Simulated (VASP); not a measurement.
# MgO (Fm-3m) in VASP: settings compared

The runs below take MgO through single point, with PBEsol, r2SCAN.

Program: VASP 6.6.1. These are calculated values, not measurements. Logs are shortened: lines on timing, memory, paths and dates and some standing lists are left out, and cuts for length are marked.

## 1. The cell of the first run

Symmetry: Fm-3m, No. 225, cubic system. The conventional cell has a = 4.214 Å, b = 4.214 Å, c = 4.214 Å, α = 90.00°, β = 90.00°, γ = 90.00°. O (site symmetry m-3m) has 6 Mg at 2.11 Å within 2.8 Å. Mg (site symmetry m-3m) has 6 O at 2.11 Å within 2.8 Å.

## 2. Single point, PBEsol

INCAR reads:

```
SYSTEM = MgO
PREC = Accurate
ENCUT = 520
EDIFF = 1E-6
ISMEAR = -1
SIGMA = 0.05
LREAL = Auto
LASPH = .True.
NELM = 60
ALGO = Normal
ISIF = 2
LWAVE = .False.
LCHARG = .False.
GGA = PS
NBANDS = 166
```

KPOINTS reads:

```
regular mesh
0
Gamma
  1 1 1
  0 0 0
```

POSCAR reads:

```
MgO
1.0
    8.4288080000      0.0000000000      0.0000000000
    0.0000000000      8.4288080000      0.0000000000
    0.0000000000      0.0000000000      8.4288080000
O Mg
32 32
Direct
    0.2500000000      0.0000000000      0.0000000000
    0.2500000000      0.0000000000      0.5000000000
    0.2500000000      0.5000000000      0.0000000000
    0.2500000000      0.5000000000      0.5000000000
    0.7500000000      0.0000000000      0.0000000000
    0.7500000000      0.0000000000      0.5000000000
    0.7500000000      0.5000000000      0.0000000000
    0.7500000000      0.5000000000      0.5000000000
    0.0000000000      0.2500000000      0.0000000000
    0.0000000000      0.2500000000      0.5000000000
    0.0000000000      0.7500000000      0.0000000000
    0.0000000000      0.7500000000      0.5000000000
    0.5000000000      0.2500000000      0.0000000000
    0.5000000000      0.2500000000      0.5000000000
    0.5000000000      0.7500000000      0.0000000000
    0.5000000000      0.7500000000      0.5000000000
    0.0000000000      0.0000000000      0.2500000000
    0.0000000000      0.0000000000      0.7500000000
    0.0000000000      0.5000000000      0.2500000000
    0.0000000000      0.5000000000      0.7500000000
    0.5000000000      0.0000000000      0.2500000000
    0.5000000000      0.0000000000      0.7500000000
    0.5000000000      0.5000000000      0.2500000000
    0.5000000000      0.5000000000      0.7500000000
    0.2500000000      0.2500000000      0.2500000000
    0.2500000000      0.2500000000      0.7500000000
    0.2500000000      0.7500000000      0.2500000000
    0.2500000000      0.7500000000      0.7500000000
    0.7500000000      0.2500000000      0.2500000000
    0.7500000000      0.2500000000      0.7500000000
    0.7500000000      0.7500000000      0.2500000000
    0.7500000000      0.7500000000      0.7500000000
    0.0000000000      0.0000000000      0.0000000000
    0.0000000000      0.0000000000      0.5000000000
    0.0000000000      0.5000000000      0.0000000000
    0.0000000000      0.5000000000      0.5000000000
    0.5000000000      0.0000000000      0.0000000000
    0.5000000000      0.0000000000      0.5000000000
    0.5000000000      0.5000000000      0.0000000000
    0.5000000000      0.5000000000      0.5000000000
    0.2500000000      0.2500000000      0.0000000000
    0.2500000000      0.2500000000      0.5000000000
    0.2500000000      0.7500000000      0.0000000000
    0.2500000000      0.7500000000      0.5000000000
    0.7500000000      0.2500000000      0.0000000000
    0.7500000000      0.2500000000      0.5000000000
    0.7500000000      0.7500000000      0.0000000000
    0.7500000000      0.7500000000      0.5000000000
    0.2500000000      0.0000000000      0.2500000000
    0.2500000000      0.0000000000      0.7500000000
    0.2500000000      0.5000000000      0.2500000000
    0.2500000000      0.5000000000      0.7500000000
    0.7500000000      0.0000000000      0.2500000000
    0.7500000000      0.0000000000      0.7500000000
    0.7500000000      0.5000000000      0.2500000000
    0.7500000000      0.5000000000      0.7500000000
    0.0000000000      0.2500000000      0.2500000000
    0.0000000000      0.2500000000      0.7500000000
    0.0000000000      0.7500000000      0.2500000000
    0.0000000000      0.7500000000      0.7500000000
    0.5000000000      0.2500000000      0.2500000000
    0.5000000000      0.2500000000      0.7500000000
    0.5000000000      0.7500000000      0.2500000000
    0.5000000000      0.7500000000      0.7500000000
```

Potentials or basis: VASP PAW PBE potentials, release 64 (O, Mg).

On the command line:

```bash
$ cat potpaw_PBE.64/O/POTCAR potpaw_PBE.64/Mg/POTCAR > POTCAR
$ mpirun -np 1 vasp_gam > vasp.out
```

OUTCAR:

```text
SYSTEM = MgO
   PREC = Accurate
   ENCUT = 520
   EDIFF = 1E-6
   ISMEAR = -1
   LREAL = Auto
   LASPH = .True.
   NELM = 60
   ISIF = 2
   GGA = PS

 ion  position               nearest neighbor table
   1  0.250  0.000  0.000-  33 2.11  37 2.11  41 2.11  43 2.11  49 2.11  50 2.11
   2  0.250  0.000  0.500-  34 2.11  38 2.11  42 2.11  44 2.11  49 2.11  50 2.11
   3  0.250  0.500  0.000-  35 2.11  39 2.11  41 2.11  43 2.11  51 2.11  52 2.11
   4  0.250  0.500  0.500-  36 2.11  40 2.11  42 2.11  44 2.11  51 2.11  52 2.11
   5  0.750  0.000  0.000-  33 2.11  37 2.11  45 2.11  47 2.11  53 2.11  54 2.11
   6  0.750  0.000  0.500-  34 2.11  38 2.11  46 2.11  48 2.11  53 2.11  54 2.11
[... 76 lines left out ...]
  58  0.000  0.250  0.750-   9 2.11  10 2.11  18 2.11  20 2.11  26 2.11  30 2.11  33 2.98  34 2.98
                            35 2.98  36 2.98  41 2.98  42 2.98  45 2.98  46 2.98  50 2.98  52 2.98
  59  0.000  0.750  0.250-  11 2.11  12 2.11  17 2.11  19 2.11  27 2.11  31 2.11  33 2.98  34 2.98
                            35 2.98  36 2.98  43 2.98  44 2.98  47 2.98  48 2.98  49 2.98  51 2.98
  60  0.000  0.750  0.750-  11 2.11  12 2.11  18 2.11  20 2.11  28 2.11  32 2.11  33 2.98  34 2.98
                            35 2.98  36 2.98  43 2.98  44 2.98  47 2.98  48 2.98  50 2.98  52 2.98
  61  0.500  0.250  0.250-  13 2.11  14 2.11  21 2.11  23 2.11  25 2.11  29 2.11  37 2.98  38 2.98
                            39 2.98  40 2.98  41 2.98  42 2.98  45 2.98  46 2.98  49 2.98  51 2.98
  62  0.500  0.250  0.750-  13 2.11  14 2.11  22 2.11  24 2.11  26 2.11  30 2.11  37 2.98  38 2.98
                            39 2.98  40 2.98  41 2.98  42 2.98  45 2.98  46 2.98  50 2.98  52 2.98
  63  0.500  0.750  0.250-  15 2.11  16 2.11  21 2.11  23 2.11  27 2.11  31 2.11  37 2.98  38 2.98
                            39 2.98  40 2.98  43 2.98  44 2.98  47 2.98  48 2.98  49 2.98  51 2.98
  64  0.500  0.750  0.750-  15 2.11  16 2.11  22 2.11  24 2.11  28 2.11  32 2.11  37 2.98  38 2.98
                            39 2.98  40 2.98  43 2.98  44 2.98  47 2.98  48 2.98  50 2.98  52 2.98

  LATTYP: Found a simple cubic cell.
 ALAT       =     8.4288080000

  Lattice vectors:

 A1 = (   8.4288080000,   0.0000000000,   0.0000000000)
 A2 = (   0.0000000000,   8.4288080000,   0.0000000000)
 A3 = (   0.0000000000,   0.0000000000,   8.4288080000)

Analysis of symmetry for initial positions (statically):
=====================================================================
 Subroutine PRICEL returns following result:

  LATTYP: Found a face centered cubic cell.
 ALAT       =     4.2144040000

  Lattice vectors:

 A1 = (   2.1072020000,  -2.1072020000,   0.0000000000)
 A2 = (   2.1072020000,   0.0000000000,   2.1072020000)
 A3 = (   0.0000000000,  -2.1072020000,   2.1072020000)

  32 primitive cells build up your supercell.

 Routine SETGRP: Setting up the symmetry group for a
 simple cubic supercell.

 Subroutine GETGRP returns: Found 48 space group operations
 (whereof 48 operations were pure point group operations)
 out of a pool of 48 trial point group operations.

The static configuration has the point symmetry O_h .

Analysis of symmetry for dynamics (positions and initial velocities):
=====================================================================
 Subroutine PRICEL returns following result:

  LATTYP: Found a face centered cubic cell.
 ALAT       =     4.2144040000

  Lattice vectors:

 A1 = (   2.1072020000,  -2.1072020000,   0.0000000000)
 A2 = (   2.1072020000,   0.0000000000,   2.1072020000)
 A3 = (   0.0000000000,  -2.1072020000,   2.1072020000)

  32 primitive cells build up your supercell.

 Routine SETGRP: Setting up the symmetry group for a
 simple cubic supercell.

 Subroutine GETGRP returns: Found 48 space group operations
 (whereof 48 operations were pure point group operations)
 out of a pool of 48 trial point group operations.

The dynamic configuration has the point symmetry O_h .
[... 25 lines left out ...]
                 1           1
                 2          33

----------------------------------------------------------------------------------------

 KPOINTS: regular mesh

Automatic generation of k-mesh.
 Grid dimensions read from file:
 generate k-points for:    1    1    1

 Generating k-lattice:

  Cartesian coordinates                     Fractional coordinates (reciprocal lattice)
     0.118640738  0.000000000  0.000000000     1.000000000  0.000000000  0.000000000
     0.000000000  0.118640738  0.000000000     0.000000000  1.000000000  0.000000000
     0.000000000  0.000000000  0.118640738     0.000000000  0.000000000  1.000000000

  Length of vectors
     0.118640738  0.118640738  0.118640738

  Shift w.r.t. Gamma in fractional coordinates (k-lattice)
     0.000000000  0.000000000  0.000000000

 Subroutine IBZKPT returns following result:
 ===========================================

 Found      1 irreducible k-points:

 Following reciprocal coordinates:
            Coordinates               Weight
  0.000000  0.000000  0.000000      1.000000
   k-points           NKPTS =      1   k-points in BZ     NKDIM =      1   number of bands    NBANDS=    166
   number of dos      NEDOS =    301   number of ions     NIONS =     64
   total plane-waves  NPLWV = 262144
   dimension x,y,z NGX =    64 NGY =   64 NGZ =   64
   dimension x,y,z NGXF=   128 NGYF=  128 NGZF=  128
   ions per type =              32  32
   NGX,Y,Z   is equivalent  to a cutoff of  12.62, 12.62, 12.62 a.u.
   NGXF,Y,Z  is equivalent  to a cutoff of  25.25, 25.25, 25.25 a.u.
 SYSTEM =  MgO
   PREC   = accura    normal or accurate (medium, high low for compatibility)
   ISTART =      0    job   : 0-new  1-cont  2-samecut
   ICHARG =      2    charge: 1-file 2-atom 10-const
   ISPIN  =      1    spin polarized calculation?
   LNONCOLLINEAR =      F non collinear calculations
   LSORBIT =      F    spin-orbit coupling
   LASPH  =      T    aspherical Exc in radial PAW
   ENCUT  =  520.0 eV  38.22 Ry    6.18 a.u.  15.67 15.67 15.67*2*pi/ulx,y,z
   NELM   =     60;   NELMIN=  2; NELMDL= -5     # of ELM steps
   EDIFF  = 0.1E-05   stopping-criterion for ELM
   LREAL  =      T    real-space projection
   EDIFFG = 0.1E-04   stopping-criterion for IOM
   NSW    =      0    number of steps for IOM
   IBRION =     -1    ionic relax: 0-MD 1-quasi-New 2-CG
   NFREE  =      0    steps in history (QN), initial steepest desc. (CG)
   ISIF   =      2    stress and relaxation
   ISYM   =      2    0-nonsym 1-usesym 2-fastsym
   POTIM  = 0.5000    time-step for ionic-motion
   TEBEG  =    0.0;   TEEND  =   0.0 temperature during run
   PSTRESS=    0.0 pullay stress
   NELECT =     256.0000    total number of electrons
   NUPDOWN=      -1.0000    fix difference up-down
   EMIN   =  10.00;   EMAX   =-10.00  energy-range for DOS
   EFERMI =   0.00;   METHOD = LEGACY
   ISMEAR =    -1;   SIGMA  =   0.05  broadening in eV -4-tet -1-fermi 0-gaus
   EFERMI_NEDOS =   21; number of points for ismear=-14 and -15
   IALGO  =     38    algorithm
   IMIX   =      4    mixing-type and parameters
     AMIX     =   0.40;   BMIX     =  1.00
     AMIX_MAG =   1.60;   BMIX_MAG =  1.00
  volume/ion in A,a.u.               =       9.36        63.14
  Fermi-wavevector in a.u.,A,eV,Ry     =   1.233262  2.330527 20.693577  1.520935
  Thomas-Fermi vector in A             =   2.367999
   LORBIT       =      0    0 simple, 1 ext, 2 COOP (PROOUT), +10 PAW based schemes
   GGA     = PS    functional components
   LHFCALC =     F    Hartree Fock is set to
   AEXX    =    0.0000 exact exchange contribution
   IVDW    =     0    specifies the selected vdW correction
   LEPSILON=     F    determine dielectric tensor
   LRPA    =     F    only Hartree local field effects (RPA)
 non-spin polarized calculation
  energy-cutoff  :      520.00
  volume of cell :      598.82
 maximum number of plane-waves:      8068
 NGX is ok and might be reduce to    64
   NGX = 31   NGY = 31   NGZ = 31

 number of electron     255.9999894 magnetization

 Free energy of the ion-electron system (eV)
  ---------------------------------------------------
  ext. energy  EPLUGINS =         0.00000000
  ---------------------------------------------------
  free energy    TOTEN  =      -399.78311139 eV

  energy without entropy =     -399.78311139  energy(sigma->0) =     -399.78311139

 E-fermi :   4.3164     XC(G=0): -11.2986

 val. band max:        3.0744867848   @ k =   0.0000   0.0000   0.0000
 cond. band min:       7.6815573908   @ k =   0.0000   0.0000   0.0000
 fundamental gap:      4.6070706060
 Fermi energy:         4.3164223106

 k-point     1 :       0.0000    0.0000    0.0000
  band No.  band energies     occupation
      1     -14.1257      2.00000
      2     -13.3605      2.00000
      3     -13.3605      2.00000
      4     -13.3605      2.00000
      5     -13.3605      2.00000
      6     -13.3605      2.00000
[... 132 lines left out ...]
    139      11.0363      0.00000
    140      11.9776      0.00000
 [bands above 140 left out]

------------------------ aborting loop because EDIFF is reached ----------------------------------------

  FORCE on cell =-STRESS in cart. coord.  units (eV):
  Direction    XX          YY          ZZ          XY          YZ          ZX
  --------------------------------------------------------------------------------------
  -------------------------------------------------------------------------------------
  Total       -1.6461364     -1.6461364     -1.6461364      0.0000000      0.0000000      0.0000000
  in kB       -4.4043104     -4.4043104     -4.4043104      0.0000000      0.0000000      0.0000000
  external PRESSURE =      -4.4043104 kB  Pullay stress =       0.0000000 kB

 VOLUME and BASIS-vectors are now :
 -----------------------------------------------------------------------------
  energy-cutoff  :      520.00
  volume of cell :      598.82
      direct lattice vectors                 reciprocal lattice vectors
     8.428808000  0.000000000  0.000000000     0.118640738  0.000000000  0.000000000
     0.000000000  8.428808000  0.000000000     0.000000000  0.118640738  0.000000000
     0.000000000  0.000000000  8.428808000     0.000000000  0.000000000  0.118640738

 POSITION                                       TOTAL-FORCE (eV/Angst)
 -----------------------------------------------------------------------------------
      2.10720      0.00000      0.00000        -0.000000     -0.000000      0.000000
      2.10720      0.00000      4.21440        -0.000000      0.000000      0.000000
      2.10720      4.21440      0.00000        -0.000000     -0.000000     -0.000000
      2.10720      4.21440      4.21440        -0.000000      0.000000      0.000000
      6.32161      0.00000      0.00000         0.000000     -0.000000      0.000000
      6.32161      0.00000      4.21440         0.000000     -0.000000     -0.000000
[... 56 lines left out ...]
      4.21440      6.32161      2.10720         0.000000      0.000000      0.000000
      4.21440      6.32161      6.32161        -0.000000     -0.000000      0.000000
 -----------------------------------------------------------------------------------
    total drift:                                0.000000      0.000000      0.000000

  FREE ENERGIE OF THE ION-ELECTRON SYSTEM (eV)
  ---------------------------------------------------
  free  energy   TOTEN  =      -399.7831113927 eV

  energy  without entropy=     -399.7831113926  energy(sigma->0) =     -399.78311139
```

Run time: 2.4 min. Hardware: 1 thread of Intel Xeon Platinum 8375C at 2.90GHz (Ice Lake), shared host; peak memory 0.53 GiB.

Results:

- Free energy: -399.7831 eV
- Pressure: -0.4 GPa
- Band gap on the k mesh: 4.61 eV

Levels at points of the mesh, in eV from the valence-band top:
```
           k point  band 125  band 126  band 127  band 128  band 129  band 130  band 131  band 132
(0.00, 0.00, 0.00)     -0.66      0.00      0.00      0.00      4.61      7.72      7.72      7.72
```

Caveat: the k points lie up to 0.75 Å⁻¹ apart; the PAW data sets were made with another functional, which shifts forces and pressure a little; an odd mesh through Γ misses points on the zone boundary, where band edges can lie.

## 3. Single point, r2SCAN

POSCAR is that of step 2.

INCAR.step1 reads:

```
PREC = Accurate
ENCUT = 520
ISMEAR = -1
SIGMA = 0.05
LREAL = Auto
LASPH = True
NELM = 80
NBANDS = 166
GGA = PE
ALGO = Normal
EDIFF = 1E-4
LWAVE = True
LCHARG = False
```

INCAR.step2 reads:

```
PREC = Accurate
ENCUT = 520
EDIFF = 1E-6
ISMEAR = -1
SIGMA = 0.05
LREAL = Auto
LASPH = True
NELM = 80
ALGO = Normal
ISIF = 2
LWAVE = False
LCHARG = False
METAGGA = R2SCAN
LMIXTAU = True
NBANDS = 166
ISTART = 1
```

KPOINTS reads:

```
Automatic mesh
0
Gamma
  1 1 1
```

Potentials or basis: VASP PAW PBE potentials, release 64 (O, Mg).

On the command line:

```bash
$ cat potpaw_PBE.64/O/POTCAR potpaw_PBE.64/Mg/POTCAR > POTCAR
$ cp INCAR.step1 INCAR
$ mpirun -np 1 vasp_gam > vasp.out
$ cp INCAR.step2 INCAR
$ mpirun -np 1 vasp_gam > vasp.out
```

Run time: 11 min. Hardware: 1 thread of Intel Xeon Platinum 8375C at 2.90GHz (Ice Lake), shared host; peak memory 0.62 GiB.

The run converged. Its results:

| Property | Result |
| --- | --- |
| Free energy | -516.6401 eV |
| Pressure | -2.2 GPa |
| Band gap on the k mesh | 5.58 eV |

Levels at points of the mesh, in eV from the valence-band top:
```csv
k point,band 125,band 126,band 127,band 128,band 129,band 130,band 131,band 132
"(0.00, 0.00, 0.00)",-0.67,0.00,0.00,0.00,5.58,8.78,8.78,8.78
```

Caveat: the k points lie up to 0.75 Å⁻¹ apart; the PAW data sets were made with another functional, which shifts forces and pressure a little; an odd mesh through Γ misses points on the zone boundary, where band edges can lie.
